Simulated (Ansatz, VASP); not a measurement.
**W in VASP and in Ansatz**

```
W
1.0
     0.00000    2.87449    2.87449
     2.87449    0.00000    2.87449
     2.87449    2.87449    0.00000
W
2
Cartesian
  0.0000 0.0000 0.0000
  1.4372 1.4372 1.4372
```

Alike in both runs: task relaxation of cell and atoms; functional PBEsol; k mesh 16 × 16 × 16; occupations gaussian, width 0.1 eV; no spin polarisation.

```csv
,VASP,Ansatz
version,VASP 6.6.1,Ansatz 0.2.0
potentials or method,"VASP PAW PBE potentials, release 64 (W_sv), cutoff 600 eV","scalar-relativistic, plane waves, PAW"
valence electrons in the cell,28,28
```

Ansatz gave:

```
gap on the k mesh at the Fermi level, each at its own relaxed structure (eV) : none
relaxed volume (Å³/atom)                                                     : 23.84
relaxed length of the cell vector where the two differ most in proportion (Å)              : 4.070
```

**Question.** Which values does VASP return?

**Answer.** gap on the k mesh at the Fermi level, each at its own relaxed structure (eV): none; relaxed volume (Å³/atom): 23.97; relaxed length of the cell vector where the two differ most in proportion (Å): 4.077.

VASP's potentials were made for PBE, not for PBEsol. A gap of «none» marks a metal or a gap that the smearing closes.

Neither program's run includes spin-orbit coupling.
